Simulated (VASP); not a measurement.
# SnSe (R-3m) in VASP: further runs, part 2 of 2

VASP 6.6.1. The steps go on from the part before.

## Step 3: Electric field gradients, PBEsol (equal xy, yz and zx shear strains of -1 %)

Input file INCAR:

```
SYSTEM = SnSe
PREC = Accurate
ENCUT = 520
EDIFF = 1E-8
ISMEAR = -1
SIGMA = 0.01
LREAL = .FALSE.
LASPH = .TRUE.
NELM = 80
ALGO = Normal
ISIF = 2
LWAVE = .FALSE.
LCHARG = .FALSE.
GGA = PS
LEFG = .TRUE.
NBANDS = 17
```

Input file KPOINTS:

```
Automatic mesh
0
G
  7 7 7
  0 0 0
```

Input file POSCAR:

```
SnSe
1.0
   -0.0301000000      2.9949500000      2.9949500000
    2.9949500000     -0.0301000000      2.9949500000
    2.9949500000      2.9949500000     -0.0301000000
Sn Se
1 1
Direct
    0.0000000000      0.0000000000      0.0000000000
    0.5000000000      0.5000000000      0.5000000000
```

Potentials or basis: VASP PAW PBE potentials, release 64 (Sn_d, Se).

Command:

```
cat potpaw_PBE.64/Sn_d/POTCAR potpaw_PBE.64/Se/POTCAR > POTCAR
mpirun -np 1 vasp_std > vasp.out
```

OUTCAR:

```text
SYSTEM = SnSe
   PREC = Accurate
   ENCUT = 520
   EDIFF = 1E-8
   ISMEAR = -1
   LREAL = .FALSE.
   LASPH = .TRUE.
   NELM = 80
   ISIF = 2
   GGA = PS

 ion  position               nearest neighbor table
   1  0.000  0.000  0.000-   2 3.01   2 3.01   2 3.01   2 3.01   2 3.01   2 3.01
   2  0.500  0.500  0.500-   1 3.01   1 3.01   1 3.01   1 3.01   1 3.01   1 3.01

  LATTYP: Found a trigonal (rhomboedric) cell.
 ALAT       =     4.2356058616
 COS(alpha) =     0.4899250057

  Lattice vectors:

 A1 = (  -0.0301000000,   2.9949500000,   2.9949500000)
 A2 = (   2.9949500000,  -0.0301000000,   2.9949500000)
 A3 = (   2.9949500000,   2.9949500000,  -0.0301000000)

Analysis of symmetry for initial positions (statically):
=====================================================================
 Subroutine PRICEL returns:
 Original cell was already a primitive cell.

 Routine SETGRP: Setting up the symmetry group for a
 trigonal (rhombohedral) supercell.

 Subroutine GETGRP returns: Found 12 space group operations
 (whereof 12 operations were pure point group operations)
 out of a pool of 12 trial point group operations.

The static configuration has the point symmetry D_3d.

Analysis of symmetry for dynamics (positions and initial velocities):
=====================================================================
 Subroutine PRICEL returns:
 Original cell was already a primitive cell.

 Routine SETGRP: Setting up the symmetry group for a
 trigonal (rhombohedral) supercell.

 Subroutine GETGRP returns: Found 12 space group operations
 (whereof 12 operations were pure point group operations)
 out of a pool of 12 trial point group operations.

The dynamic configuration has the point symmetry D_3d.

 Subroutine INISYM returns: Found 12 space group operations
 (whereof 12 operations are pure point group operations),
 and found     1 'primitive' translations

----------------------------------------------------------------------------------------

                                     Primitive cell

  volume of cell :      54.5377

  direct lattice vectors                    reciprocal lattice vectors
    -0.030100000  2.994950000  2.994950000    -0.164451744  0.166121305  0.166121305
     2.994950000 -0.030100000  2.994950000     0.166121305 -0.164451744  0.166121305
     2.994950000  2.994950000 -0.030100000     0.166121305  0.166121305 -0.164451744

  length of vectors
     4.235605862  4.235605862  4.235605862     0.286769858  0.286769858  0.286769858

  position of ions in fractional coordinates (direct lattice)
     0.000000000  0.000000000  0.000000000
     0.500000000  0.500000000  0.500000000

  ion indices of the primitive-cell ions
   primitive index   ion index
                 1           1
                 2           2

----------------------------------------------------------------------------------------

 KPOINTS: Automatic mesh

Automatic generation of k-mesh.
 Grid dimensions read from file:
[... 65 lines left out ...]
   EDIFF  = 0.1E-07   stopping-criterion for ELM
   LREAL  =      F    real-space projection
   EDIFFG = 0.1E-06   stopping-criterion for IOM
   NSW    =      0    number of steps for IOM
   IBRION =     -1    ionic relax: 0-MD 1-quasi-New 2-CG
   NFREE  =      0    steps in history (QN), initial steepest desc. (CG)
   ISIF   =      2    stress and relaxation
   ISYM   =      2    0-nonsym 1-usesym 2-fastsym
   POTIM  = 0.5000    time-step for ionic-motion
   TEBEG  =    0.0;   TEEND  =   0.0 temperature during run
   PSTRESS=    0.0 pullay stress
   NELECT =      20.0000    total number of electrons
   NUPDOWN=      -1.0000    fix difference up-down
   EMIN   =  10.00;   EMAX   =-10.00  energy-range for DOS
   EFERMI =   0.00;   METHOD = LEGACY
   ISMEAR =    -1;   SIGMA  =   0.01  broadening in eV -4-tet -1-fermi 0-gaus
   EFERMI_NEDOS =   21; number of points for ismear=-14 and -15
   IALGO  =     38    algorithm
   IMIX   =      4    mixing-type and parameters
     AMIX     =   0.40;   BMIX     =  1.00
     AMIX_MAG =   1.60;   BMIX_MAG =  1.00
  volume/ion in A,a.u.               =      27.27       184.02
  Fermi-wavevector in a.u.,A,eV,Ry     =   1.171797  2.214376 18.682287  1.373109
  Thomas-Fermi vector in A             =   2.308236
   LORBIT       =      0    0 simple, 1 ext, 2 COOP (PROOUT), +10 PAW based schemes
   GGA     = PS    functional components
   LHFCALC =     F    Hartree Fock is set to
   AEXX    =    0.0000 exact exchange contribution
   IVDW    =     0    specifies the selected vdW correction
   LEPSILON=     F    determine dielectric tensor
   LRPA    =     F    only Hartree local field effects (RPA)
 non-spin polarized calculation
  energy-cutoff  :      520.00
  volume of cell :       54.54
 maximum number of plane-waves:      1480
   NGX = 15   NGY = 15   NGZ = 15

 number of electron      20.0000005 magnetization

 Free energy of the ion-electron system (eV)
  ---------------------------------------------------
  ext. energy  EPLUGINS =         0.00000000
  ---------------------------------------------------
  free energy    TOTEN  =        -8.97334348 eV

  energy without entropy =       -8.97334348  energy(sigma->0) =       -8.97334348

 E-fermi :   5.6396     XC(G=0):  -9.7766

 val. band max:        5.3651789370   @ k =  -0.2857   0.1429  -0.0000
 cond. band min:       5.9996989373   @ k =   0.4286   0.2857   0.2857
 fundamental gap:      0.6345200003
 Fermi energy:         5.6395714085

 k-point     1 :       0.0000    0.0000    0.0000
  band No.  band energies     occupation
      1     -16.0447      2.00000
      2     -16.0447      2.00000
      3     -16.0443      2.00000
      4     -16.0422      2.00000
      5     -16.0422      2.00000
      6      -8.4337      2.00000
[... 457 lines left out ...]
      4     -16.0332      2.00000
      5     -16.0323      2.00000
      6      -7.6382      2.00000
[... 9 lines left out ...]
     16      15.2134      0.00000
     17      15.8032      0.00000

 [... further k-points ...]
[... 5 lines left out ...]
  --------------------------------------------------------------------------------------
  -------------------------------------------------------------------------------------
  Total       -0.6384440     -0.6384440     -0.6384440      0.0629688      0.0629688      0.0629688
  in kB      -18.7558434    -18.7558434    -18.7558434      1.8498625      1.8498625      1.8498625
  external PRESSURE =     -18.7558434 kB  Pullay stress =       0.0000000 kB

 VOLUME and BASIS-vectors are now :
 -----------------------------------------------------------------------------
  energy-cutoff  :      520.00
  volume of cell :       54.54
      direct lattice vectors                 reciprocal lattice vectors
    -0.030100000  2.994950000  2.994950000    -0.164451744  0.166121305  0.166121305
     2.994950000 -0.030100000  2.994950000     0.166121305 -0.164451744  0.166121305
     2.994950000  2.994950000 -0.030100000     0.166121305  0.166121305 -0.164451744

 POSITION                                       TOTAL-FORCE (eV/Angst)
 -----------------------------------------------------------------------------------
      0.00000      0.00000      0.00000        -0.000000      0.000000     -0.000000
      2.97990      2.97990      2.97990         0.000000     -0.000000      0.000000
 -----------------------------------------------------------------------------------
    total drift:                                0.000000     -0.000000     -0.000000

  FREE ENERGIE OF THE ION-ELECTRON SYSTEM (eV)
  ---------------------------------------------------
  free  energy   TOTEN  =        -8.9733434770 eV

  energy  without entropy=       -8.9733434770  energy(sigma->0) =       -8.97334348

 Electric field gradients (V/A^2)
---------------------------------------------------------------------
 ion       V_xx      V_yy      V_zz      V_xy      V_xz      V_yz
---------------------------------------------------------------------
   1       0.000    -0.000    -0.000     0.027     0.027     0.027
   2      -0.000     0.000    -0.000    -3.335    -3.335    -3.335
---------------------------------------------------------------------

 Electric field gradients after diagonalization (V/A^2)
 (convention: |V_zz| > |V_xx| > |V_yy|)
----------------------------------------------------------------------
 ion       V_xx      V_yy      V_zz     asymmetry (V_yy - V_xx)/ V_zz
----------------------------------------------------------------------
   1      -0.027    -0.027     0.053       0.000
   2       3.335     3.335    -6.671       0.000
----------------------------------------------------------------------

           NMR quadrupolar parameters

 Cq : quadrupolar parameter    Cq=e*Q*V_zz/h
 eta: asymmetry parameters     (V_yy - V_xx)/ V_zz
 Q  : nuclear electric quadrupole moment in mb (millibarn)
----------------------------------------------------------------------
 ion       Cq(MHz)       eta       Q (mb)
----------------------------------------------------------------------
   1       0.000       0.000       1.000
   2      -0.016       0.000       1.000
----------------------------------------------------------------------
```

OSZICAR:

```text
N       E                     dE             d eps       ncg     rms          rms(c)
DAV:   1     0.132030113681E+03    0.13203E+03   -0.98268E+03  1536   0.144E+03
DAV:   2     0.364061546797E+01   -0.12839E+03   -0.12436E+03  1632   0.349E+02
DAV:   3    -0.880920952728E+01   -0.12450E+02   -0.12268E+02  1842   0.932E+01
DAV:   4    -0.913792857489E+01   -0.32872E+00   -0.32838E+00  1745   0.158E+01
DAV:   5    -0.914700196349E+01   -0.90734E-02   -0.90729E-02  2084   0.260E+00    0.301E+00
DAV:   6    -0.897724751632E+01    0.16975E+00   -0.41405E-01  2214   0.413E+00    0.178E+00
DAV:   7    -0.897344185770E+01    0.38057E-02   -0.71258E-02  1758   0.129E+00    0.851E-01
DAV:   8    -0.897353758265E+01   -0.95725E-04   -0.75390E-03  1851   0.728E-01    0.956E-02
DAV:   9    -0.897331828413E+01    0.21930E-03   -0.14660E-03  2148   0.283E-01    0.436E-02
DAV:  10    -0.897334178043E+01   -0.23496E-04   -0.12450E-04  1711   0.728E-02    0.872E-03
DAV:  11    -0.897334349131E+01   -0.17109E-05   -0.72224E-06  2005   0.197E-02    0.215E-03
DAV:  12    -0.897334353300E+01   -0.41697E-07   -0.29960E-07  1985   0.713E-03    0.614E-04
DAV:  13    -0.897334350512E+01    0.27878E-07   -0.20078E-08  1610   0.105E-03    0.272E-04
DAV:  14    -0.897334346860E+01    0.36526E-07   -0.75780E-09  1292   0.113E-03    0.682E-05
DAV:  15    -0.897334347705E+01   -0.84474E-08   -0.77416E-10   910   0.310E-04
   1 F= -.89733435E+01 E0= -.89733435E+01  d E =-.242020E-13
```

Run time: 31 s. Hardware: 1 thread of Intel Xeon Platinum 8259CL at 2.50GHz (Skylake/Cascade Lake), shared host; peak memory 0.2 GiB.

What came out:

```
Free energy            : -8.9733 eV
Pressure               : -1.9 GPa
Band gap on the k mesh : 0.63 eV, indirect (least direct gap 0.71 eV)
```

Stress tensor (GPa, compression positive):
```
-1.88  0.18  0.18
 0.18 -1.88  0.18
 0.18  0.18 -1.88
```

Levels at points of the mesh, in eV from the valence-band top:
```csv
k point,band 7,band 8,band 9,band 10,band 11,band 12,band 13,band 14
"(0.00, 0.00, 0.00)",-5.03,-2.14,-2.14,-2.02,4.34,4.37,4.37,5.81
```

Electric field gradients, principal values (V/Å²):
```tsv
atom	least	middle	greatest (by size)
1 Sn	-0.027	-0.027	0.053
2 Se	3.335	3.335	-6.671
```

Caveat: the cell differs from its parent crystal (equal xy, yz and zx shear strains of -1 %); without QUAD_EFG the Cq values of the log hold for a quadrupole moment of 1 mb, not for the nuclei; the PAW data sets were made with another functional, which shifts forces and pressure a little; spin-orbit coupling is left out, which moves the levels of the heavy elements. A k mesh can miss the band edges.

## Step 4: Electric field gradients, PBEsol (equal xy, yz and zx shear strains of +1 %)

Input file INCAR:

```
ALGO = Normal
EDIFF = 1E-8
ENCUT = 520
GGA = PS
ISIF = 2
ISMEAR = -1
LASPH = T
LCHARG = F
LEFG = T
LREAL = F
LWAVE = F
NBANDS = 17
NELM = 80
PREC = Accurate
SIGMA = 0.01
```

Input file KPOINTS:

```
k-points
0
Gamma
  7 7 7
```

Input file POSCAR:

```
SnSe
1.0
    0.0301000000      3.0250500000      3.0250500000
    3.0250500000      0.0301000000      3.0250500000
    3.0250500000      3.0250500000      0.0301000000
Sn Se
1 1
Direct
    0.0000000000      0.0000000000      0.0000000000
    0.5000000000      0.5000000000      0.5000000000
```

Potentials or basis: VASP PAW PBE potentials, release 64 (Sn_d, Se).

Command:

```
cat potpaw_PBE.64/Sn_d/POTCAR potpaw_PBE.64/Se/POTCAR > POTCAR
mpirun -np 1 vasp_std > vasp.out
```

OUTCAR:

```text
EDIFF = 1E-8
   ENCUT = 520
   GGA = PS
   ISIF = 2
   ISMEAR = -1
   LASPH = T
   LREAL = F
   NELM = 80
   PREC = Accurate

 ion  position               nearest neighbor table
   1  0.000  0.000  0.000-   2 3.01   2 3.01   2 3.01   2 3.01   2 3.01   2 3.01
   2  0.500  0.500  0.500-   1 3.01   1 3.01   1 3.01   1 3.01   1 3.01   1 3.01

  LATTYP: Found a trigonal (rhomboedric) cell.
 ALAT       =     4.2781726257
 COS(alpha) =     0.5099250056

  Lattice vectors:

 A1 = (   0.0301000000,   3.0250500000,   3.0250500000)
 A2 = (   3.0250500000,   0.0301000000,   3.0250500000)
 A3 = (   3.0250500000,   3.0250500000,   0.0301000000)

Analysis of symmetry for initial positions (statically):
=====================================================================
 Subroutine PRICEL returns:
 Original cell was already a primitive cell.

 Routine SETGRP: Setting up the symmetry group for a
 trigonal (rhombohedral) supercell.

[... 667 lines left out ...]
  volume of cell :       54.54
      direct lattice vectors                 reciprocal lattice vectors
     0.030100000  3.025050000  3.025050000    -0.167774169  0.166121222  0.166121222
     3.025050000  0.030100000  3.025050000     0.166121222 -0.167774169  0.166121222
     3.025050000  3.025050000  0.030100000     0.166121222  0.166121222 -0.167774169

 POSITION                                       TOTAL-FORCE (eV/Angst)
 -----------------------------------------------------------------------------------
      0.00000      0.00000      0.00000        -0.000000      0.000000      0.000000
      3.04010      3.04010      3.04010         0.000000     -0.000000     -0.000000
 -----------------------------------------------------------------------------------
    total drift:                                0.000000     -0.000000     -0.000000

  FREE ENERGIE OF THE ION-ELECTRON SYSTEM (eV)
  ---------------------------------------------------
  free  energy   TOTEN  =        -8.9733248224 eV

  energy  without entropy=       -8.9733248224  energy(sigma->0) =       -8.97332482

 Electric field gradients (V/A^2)
---------------------------------------------------------------------
 ion       V_xx      V_yy      V_zz      V_xy      V_xz      V_yz
---------------------------------------------------------------------
   1       0.000     0.000     0.000    -0.015    -0.015    -0.015
   2      -0.000    -0.000    -0.000     3.311     3.311     3.311
---------------------------------------------------------------------

 Electric field gradients after diagonalization (V/A^2)
 (convention: |V_zz| > |V_xx| > |V_yy|)
----------------------------------------------------------------------
 ion       V_xx      V_yy      V_zz     asymmetry (V_yy - V_xx)/ V_zz
----------------------------------------------------------------------
   1       0.015     0.015    -0.030       0.000
   2      -3.311    -3.311     6.622       0.000
----------------------------------------------------------------------

           NMR quadrupolar parameters

 Cq : quadrupolar parameter    Cq=e*Q*V_zz/h
 eta: asymmetry parameters     (V_yy - V_xx)/ V_zz
 Q  : nuclear electric quadrupole moment in mb (millibarn)
----------------------------------------------------------------------
 ion       Cq(MHz)       eta       Q (mb)
----------------------------------------------------------------------
   1      -0.000       0.000       1.000
   2       0.016       0.000       1.000
----------------------------------------------------------------------
```

It took 28 s on 1 thread of Intel Xeon Platinum 8259CL at 2.50GHz (Skylake/Cascade Lake), shared host; peak memory 0.2 GiB.

Results:

```yaml
Free_energy: -8.9733 eV
Pressure: -1.9 GPa
Band_gap_on_the_k_mesh: 0.63 eV, indirect (least direct gap 0.72 eV)
```

Electric field gradients, principal values (V/Å²):
| atom | least | middle | greatest (by size) |
| --- | --- | --- | --- |
| 1 Sn | 0.015 | 0.015 | -0.030 |
| 2 Se | -3.311 | -3.311 | 6.622 |

Caveat: the cell differs from its parent crystal (equal xy, yz and zx shear strains of +1 %); without QUAD_EFG the Cq values of the log hold for a quadrupole moment of 1 mb, not for the nuclei; the PAW data sets were made with another functional, which shifts forces and pressure a little; spin-orbit coupling is left out, which moves the levels of the heavy elements.
